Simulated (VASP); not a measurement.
# NaH (Fm-3m) in VASP: a series of runs

The runs below take NaH through electric field gradients, with PBE.

All numbers are computed with VASP 6.6.1; they aren't measurements. Logs are shortened: lines on timing, memory, paths and dates and some standing lists are left out, and cuts for length are marked.

**1. The cell of the first run**

It takes space group Fm-3m (No. 225, cubic). The conventional cell has a = 4.847 Å, b = 4.847 Å, c = 4.847 Å, α = 90.00°, β = 90.00°, γ = 90.00°. Na (site symmetry m-3m) has 6 H at 2.42 Å within 3.2 Å. Within 3.2 Å of H (site symmetry m-3m) lie 6 Na at 2.42 Å.

**2. Electric field gradients, PBE (volume scaled by 0.98)**

The input, INCAR:

```
  ALGO = Normal
  EDIFF = 1E-8
  ENCUT = 520
  GGA = PE
  ISIF = 2
  ISMEAR = -1
  LASPH = T
  LCHARG = F
  LEFG = T
  LREAL = F
  LWAVE = F
  NBANDS = 11
  NELM = 100
  PREC = Accurate
  SIGMA = 0.02
```

The input, KPOINTS:

```
k-points
0
Gamma
  9 9 9
```

The input, POSCAR:

```
NaH
1.0
    0.0000000000      2.4236236676      2.4236236676
    2.4236236676      0.0000000000      2.4236236676
    2.4236236676      2.4236236676      0.0000000000
Na H
1 1
Direct
    0.0000000000      0.0000000000      0.0000000000
    0.5000000000      0.5000000000      0.5000000000
```

Potentials or basis: VASP PAW PBE potentials, release 64 (Na_pv, H).

Run with:

```console
$ cat potpaw_PBE.64/Na_pv/POTCAR potpaw_PBE.64/H/POTCAR > POTCAR
$ mpirun -np 1 vasp_std > vasp.out
```

OUTCAR:

```text
EDIFF = 1E-8
   ENCUT = 520
   GGA = PE
   ISIF = 2
   ISMEAR = -1
   LASPH = T
   LREAL = F
   NELM = 100
   PREC = Accurate

 ion  position               nearest neighbor table
   1  0.000  0.000  0.000-
   2  0.500  0.500  0.500-

  LATTYP: Found a face centered cubic cell.
 ALAT       =     4.8472473352

  Lattice vectors:

 A1 = (   0.0000000000,   2.4236236676,   2.4236236676)
 A2 = (   2.4236236676,   0.0000000000,   2.4236236676)
 A3 = (   2.4236236676,   2.4236236676,   0.0000000000)

Analysis of symmetry for initial positions (statically):
=====================================================================
 Subroutine PRICEL returns:
 Original cell was already a primitive cell.

 Routine SETGRP: Setting up the symmetry group for a
 face centered cubic supercell.

 Subroutine GETGRP returns: Found 48 space group operations
 (whereof 48 operations were pure point group operations)
 out of a pool of 48 trial point group operations.

The static configuration has the point symmetry O_h .

Analysis of symmetry for dynamics (positions and initial velocities):
=====================================================================
 Subroutine PRICEL returns:
 Original cell was already a primitive cell.

 Routine SETGRP: Setting up the symmetry group for a
 face centered cubic supercell.

 Subroutine GETGRP returns: Found 48 space group operations
 (whereof 48 operations were pure point group operations)
 out of a pool of 48 trial point group operations.

The dynamic configuration has the point symmetry O_h .

 Subroutine INISYM returns: Found 48 space group operations
 (whereof 48 operations are pure point group operations),
 and found     1 'primitive' translations

----------------------------------------------------------------------------------------

                                     Primitive cell

  volume of cell :      28.4725

  direct lattice vectors                    reciprocal lattice vectors
     0.000000000  2.423623668  2.423623668    -0.206302656  0.206302656  0.206302656
     2.423623668  0.000000000  2.423623668     0.206302656 -0.206302656  0.206302656
     2.423623668  2.423623668  0.000000000     0.206302656  0.206302656 -0.206302656

  length of vectors
     3.427521461  3.427521461  3.427521461     0.357326682  0.357326682  0.357326682

  position of ions in fractional coordinates (direct lattice)
     0.000000000  0.000000000  0.000000000
     0.500000000  0.500000000  0.500000000

  ion indices of the primitive-cell ions
   primitive index   ion index
                 1           1
                 2           2

----------------------------------------------------------------------------------------

 KPOINTS: k-points

Automatic generation of k-mesh.
 Grid dimensions read from file:
 generate k-points for:    9    9    9

 Generating k-lattice:

  Cartesian coordinates                     Fractional coordinates (reciprocal lattice)
    -0.022922517  0.022922517  0.022922517     0.111111111  0.000000000  0.000000000
     0.022922517 -0.022922517  0.022922517     0.000000000  0.111111111  0.000000000
     0.022922517  0.022922517 -0.022922517     0.000000000  0.000000000  0.111111111

  Length of vectors
     0.039702965  0.039702965  0.039702965

  Shift w.r.t. Gamma in fractional coordinates (k-lattice)
     0.000000000  0.000000000  0.000000000

 Subroutine IBZKPT returns following result:
 ===========================================

 Found     35 irreducible k-points:

 Following reciprocal coordinates:
            Coordinates               Weight
  0.000000  0.000000  0.000000      1.000000
  0.111111  0.000000  0.000000      8.000000
  0.222222  0.000000  0.000000      8.000000
  0.333333  0.000000  0.000000      8.000000
  0.444444  0.000000  0.000000      8.000000
  0.111111  0.111111  0.000000      6.000000
[... 16 lines left out ...]
 -0.333333  0.333333  0.000000     12.000000
  0.444444  0.444444  0.000000      6.000000
 [... further k-points ...]
   k-points           NKPTS =     35   k-points in BZ     NKDIM =     35   number of bands    NBANDS=     11
   number of dos      NEDOS =    301   number of ions     NIONS =      2
   total plane-waves  NPLWV =  21952
   dimension x,y,z NGX =    28 NGY =   28 NGZ =   28
   dimension x,y,z NGXF=    56 NGYF=   56 NGZF=   56
   ions per type =               1   1
   NGX,Y,Z   is equivalent  to a cutoff of  13.58, 13.58, 13.58 a.u.
   NGXF,Y,Z  is equivalent  to a cutoff of  27.16, 27.16, 27.16 a.u.
 SYSTEM =  unknown system
   PREC   = accura    normal or accurate (medium, high low for compatibility)
   ISTART =      0    job   : 0-new  1-cont  2-samecut
   ICHARG =      2    charge: 1-file 2-atom 10-const
   ISPIN  =      1    spin polarized calculation?
   LNONCOLLINEAR =      F non collinear calculations
   LSORBIT =      F    spin-orbit coupling
   LASPH  =      T    aspherical Exc in radial PAW
   ENCUT  =  520.0 eV  38.22 Ry    6.18 a.u.   6.37  6.37  6.37*2*pi/ulx,y,z
   NELM   =    100;   NELMIN=  2; NELMDL= -5     # of ELM steps
   EDIFF  = 0.1E-07   stopping-criterion for ELM
   LREAL  =      F    real-space projection
   EDIFFG = 0.1E-06   stopping-criterion for IOM
   NSW    =      0    number of steps for IOM
   IBRION =     -1    ionic relax: 0-MD 1-quasi-New 2-CG
   NFREE  =      0    steps in history (QN), initial steepest desc. (CG)
   ISIF   =      2    stress and relaxation
   ISYM   =      2    0-nonsym 1-usesym 2-fastsym
   POTIM  = 0.5000    time-step for ionic-motion
   TEBEG  =    0.0;   TEEND  =   0.0 temperature during run
   PSTRESS=    0.0 pullay stress
   NELECT =       8.0000    total number of electrons
   NUPDOWN=      -1.0000    fix difference up-down
   EMIN   =  10.00;   EMAX   =-10.00  energy-range for DOS
   EFERMI =   0.00;   METHOD = LEGACY
   ISMEAR =    -1;   SIGMA  =   0.02  broadening in eV -4-tet -1-fermi 0-gaus
   EFERMI_NEDOS =   21; number of points for ismear=-14 and -15
   IALGO  =     38    algorithm
   IMIX   =      4    mixing-type and parameters
     AMIX     =   0.40;   BMIX     =  1.00
     AMIX_MAG =   1.60;   BMIX_MAG =  1.00
  volume/ion in A,a.u.               =      14.24        96.07
  Fermi-wavevector in a.u.,A,eV,Ry     =   1.072251  2.026260 15.642909  1.149721
  Thomas-Fermi vector in A             =   2.208015
   LORBIT       =      0    0 simple, 1 ext, 2 COOP (PROOUT), +10 PAW based schemes
   GGA     = PE    functional components
   LHFCALC =     F    Hartree Fock is set to
   AEXX    =    0.0000 exact exchange contribution
   IVDW    =     0    specifies the selected vdW correction
   LEPSILON=     F    determine dielectric tensor
   LRPA    =     F    only Hartree local field effects (RPA)
 non-spin polarized calculation
  energy-cutoff  :      520.00
  volume of cell :       28.47
 maximum number of plane-waves:       779
 NGX is ok and might be reduce to    28
   NGX = 13   NGY = 13   NGZ = 13

 number of electron       8.0000002 magnetization

 Free energy of the ion-electron system (eV)
  ---------------------------------------------------
  ext. energy  EPLUGINS =         0.00000000
  ---------------------------------------------------
  free energy    TOTEN  =        -5.08750752 eV

  energy without entropy =       -5.08750752  energy(sigma->0) =       -5.08750752

 E-fermi :  -0.7624     XC(G=0):  -7.7394

 val. band max:       -1.2063909259   @ k =  -0.3333   0.4444   0.1111
 cond. band min:       2.8408855523   @ k =  -0.4444   0.1111   0.0000
 fundamental gap:      4.0472764782
 Fermi energy:        -0.7623543006

 k-point     1 :       0.0000    0.0000    0.0000
  band No.  band energies     occupation
      1     -23.2609      2.00000
      2     -23.2609      2.00000
      3     -23.2609      2.00000
      4      -4.7343      2.00000
      5       9.1959      0.00000
      6      14.3920      0.00000
      7      14.3920      0.00000
      8      14.3920      0.00000
      9      15.2277      0.00000
     10      15.2277      0.00000
     11      15.2277      0.00000

 k-point     2 :       0.1111    0.0000    0.0000
  band No.  band energies     occupation
      1     -23.2716      2.00000
      2     -23.2621      2.00000
      3     -23.2621      2.00000
      4      -4.5235      2.00000
      5       8.5102      0.00000
      6      12.0462      0.00000
      7      13.6819      0.00000
      8      13.6819      0.00000
      9      16.1021      0.00000
     10      16.1021      0.00000
     11      16.2323      0.00000

 k-point     3 :       0.2222    0.0000    0.0000
  band No.  band energies     occupation
      1     -23.2987      2.00000
      2     -23.2654      2.00000
      3     -23.2654      2.00000
      4      -3.9162      2.00000
      5       6.6012      0.00000
      6      10.5385      0.00000
      7      12.9415      0.00000
      8      12.9415      0.00000
      9      16.3716      0.00000
     10      16.3716      0.00000
     11      17.3255      0.00000

 k-point     4 :       0.3333    0.0000    0.0000
  band No.  band energies     occupation
      1     -23.3291      2.00000
      2     -23.2691      2.00000
      3     -23.2691      2.00000
      4      -3.0138      2.00000
      5       4.4157      0.00000
      6       9.8760      0.00000
      7      12.4533      0.00000
      8      12.4533      0.00000
      9      15.6497      0.00000
     10      15.6497      0.00000
     11      17.8272      0.00000
[... 239 lines left out ...]
 k-point    22 :      -0.4444    0.3333    0.0000
  band No.  band energies     occupation
      1     -23.3315      2.00000
      2     -23.3046      2.00000
      3     -23.2856      2.00000
      4      -1.3678      2.00000
      5       3.9859      0.00000
      6       5.7895      0.00000
      7      10.0011      0.00000
      8      10.5593      0.00000
      9      14.9338      0.00000
     10      20.1928      0.00000
     11      20.7653      0.00000

 k-point    23 :      -0.3333    0.3333    0.0000
  band No.  band energies     occupation
      1     -23.3205      2.00000
      2     -23.3179      2.00000
      3     -23.2807      2.00000
      4      -1.4044      2.00000
      5       4.5179      0.00000
      6       4.7088      0.00000
      7      10.5247      0.00000
      8      11.1199      0.00000
      9      17.1022      0.00000
     10      19.9850      0.00000
     11      20.3589      0.00000

 k-point    24 :       0.4444    0.4444    0.0000
  band No.  band energies     occupation
      1     -23.3396      2.00000
      2     -23.2908      2.00000
      3     -23.2908      2.00000
      4      -1.4974      2.00000
      5       3.6894      0.00000
      6       8.9351      0.00000
      7       9.5365      0.00000
      8       9.5365      0.00000
      9      10.6899      0.00000
     10      22.0291      0.00000
     11      23.8805      0.00000

 [... further k-points ...]
[... 5 lines left out ...]
  --------------------------------------------------------------------------------------
  -------------------------------------------------------------------------------------
  Total       -0.0441305     -0.0441305     -0.0441305      0.0000000      0.0000000     -0.0000000
  in kB       -2.4832686     -2.4832686     -2.4832686      0.0000000      0.0000000     -0.0000000
  external PRESSURE =      -2.4832686 kB  Pullay stress =       0.0000000 kB

 VOLUME and BASIS-vectors are now :
 -----------------------------------------------------------------------------
  energy-cutoff  :      520.00
  volume of cell :       28.47
      direct lattice vectors                 reciprocal lattice vectors
     0.000000000  2.423623668  2.423623668    -0.206302656  0.206302656  0.206302656
     2.423623668  0.000000000  2.423623668     0.206302656 -0.206302656  0.206302656
     2.423623668  2.423623668  0.000000000     0.206302656  0.206302656 -0.206302656

 POSITION                                       TOTAL-FORCE (eV/Angst)
 -----------------------------------------------------------------------------------
      0.00000      0.00000      0.00000         0.000000      0.000000      0.000000
      2.42362      2.42362      2.42362         0.000000      0.000000     -0.000000
 -----------------------------------------------------------------------------------
    total drift:                               -0.000000     -0.000000     -0.000000

  FREE ENERGIE OF THE ION-ELECTRON SYSTEM (eV)
  ---------------------------------------------------
  free  energy   TOTEN  =        -5.0875075170 eV

  energy  without entropy=       -5.0875075170  energy(sigma->0) =       -5.08750752

 Electric field gradients (V/A^2)
---------------------------------------------------------------------
 ion       V_xx      V_yy      V_zz      V_xy      V_xz      V_yz
---------------------------------------------------------------------
   1       0.000     0.000     0.000     0.001     0.001     0.001
   2       0.000    -0.000     0.000     0.001     0.001     0.001
---------------------------------------------------------------------

 Electric field gradients after diagonalization (V/A^2)
 (convention: |V_zz| > |V_xx| > |V_yy|)
----------------------------------------------------------------------
 ion       V_xx      V_yy      V_zz     asymmetry (V_yy - V_xx)/ V_zz
----------------------------------------------------------------------
   1      -0.001    -0.001     0.001       0.000
   2      -0.001    -0.001     0.002       0.000
----------------------------------------------------------------------

           NMR quadrupolar parameters

 Cq : quadrupolar parameter    Cq=e*Q*V_zz/h
 eta: asymmetry parameters     (V_yy - V_xx)/ V_zz
 Q  : nuclear electric quadrupole moment in mb (millibarn)
----------------------------------------------------------------------
 ion       Cq(MHz)       eta       Q (mb)
----------------------------------------------------------------------
   1       0.000       0.000       1.000
   2       0.000       0.000       1.000
----------------------------------------------------------------------
```

Run time: 8.1 s. Hardware: 1 thread of Intel Xeon Platinum 8488C (Sapphire Rapids), shared host; peak memory 0.15 GiB.

What came out:

| Quantity | Value |
| --- | --- |
| Free energy | -5.0875 eV |
| Pressure | -0.2 GPa |
| Band gap on the k mesh | 4.05 eV, indirect (least direct gap 4.75 eV) |

Caveat: without QUAD_EFG the Cq values of the log hold for a quadrupole moment of 1 mb, not for the nuclei. A k mesh can miss the band edges.

[end of part 1 of 2]
